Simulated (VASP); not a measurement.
Wanted: the native input for a VASP 6.6.1 run.

| Quantity | Value |
| --- | --- |
| Task | relaxation of cell and atoms |
| Functional | r2SCAN |
| Potentials or basis | VASP PAW PBE potentials, release 64 (Ba_sv, O, Ti_sv) |
| Cutoff | 600 eV |
| k mesh | 5 × 5 × 5 |
| Occupations | tetrahedron |
| Spin | no spin polarisation |
| Dipole correction | no |
| Further INCAR settings | ALGO = Normal; EDIFF = 1e-06; IBRION = 2; EDIFFG = -0.01; NSW = 60; ISIF = 3 |

The system is BaTiO3.

```
CELL_PARAMETERS angstrom
4.07203 0.00000 0.00000
0.00000 4.07203 0.00000
0.00000 0.00000 4.07203
ATOMIC_POSITIONS crystal
Ba 0.00000 0.00000 0.00000
O 0.50000 0.50000 0.00000
O 0.00000 0.50000 0.50000
O 0.50000 0.00000 0.50000
Ti 0.50000 0.50000 0.50000
```

One way to write it, as run:

POSCAR

```
BaTiO3
1.0
    4.0720311100      0.0000000000      0.0000000000
    0.0000000000      4.0720311100      0.0000000000
    0.0000000000      0.0000000000      4.0720311100
Ba O Ti
1 3 1
Direct
    0.0000000000      0.0000000000      0.0000000000
    0.5000000000      0.5000000000      0.0000000000
    0.0000000000      0.5000000000      0.5000000000
    0.5000000000      0.0000000000      0.5000000000
    0.5000000000      0.5000000000      0.5000000000
```

INCAR.step1

```
ALGO = Normal ; EDIFF = 1E-4
ENCUT = 600 ; GGA = PE
ISMEAR = -4 ; LASPH = T
LCHARG = F ; LREAL = F
LWAVE = T ; NELM = 60
PREC = Accurate ; SIGMA = 0.1
```

INCAR.step2

```
ALGO = Normal ; EDIFF = 1E-6
EDIFFG = -0.01 ; ENCUT = 600
IBRION = 2 ; ISIF = 3
ISMEAR = -4 ; ISTART = 1
LASPH = T ; LCHARG = F
LMIXTAU = T ; LREAL = F
LWAVE = F ; METAGGA = R2SCAN
NELM = 60 ; NSW = 60
PREC = Accurate ; SIGMA = 0.1
```

KPOINTS

```
k-points
0
Gamma
  5 5 5
```

Potentials or basis: VASP PAW PBE potentials, release 64 (Ba_sv, O, Ti_sv).

Launch:

```sh
$ cat potpaw_PBE.64/Ba_sv/POTCAR potpaw_PBE.64/O/POTCAR potpaw_PBE.64/Ti_sv/POTCAR > POTCAR
$ cp INCAR.step1 INCAR
$ mpirun -np 1 vasp_std > vasp.out
$ cp INCAR.step2 INCAR
$ mpirun -np 1 vasp_std > vasp.out
```

It gave:

The relaxed volume is 12.88 Å³/atom and the relaxed cell is a = 4.008 Å, b = 4.008 Å, c = 4.008 Å, α = 90.00°, β = 90.00°, γ = 90.00°. The space group after relaxing (to 0.1 Å) is Pm-3m (No. 221). The energy gained by relaxing is 16.0 meV/atom. The ionic steps are 3. The pressure after relaxing is -0.1 GPa. The band gap on the k mesh is 2.24 eV (least direct gap 2.28 eV).

Caveat: the PAW data sets were made with another functional, which shifts forces and pressure a little; spin-orbit coupling is left out, which moves the levels of the heavy elements; an odd mesh through Γ misses points on the zone boundary, where band edges can lie.

It took 3.1 min on 1 thread of AMD EPYC 9R45 96-Core Processor (Zen 5), with other jobs on the host, peak memory 0.21 GiB.
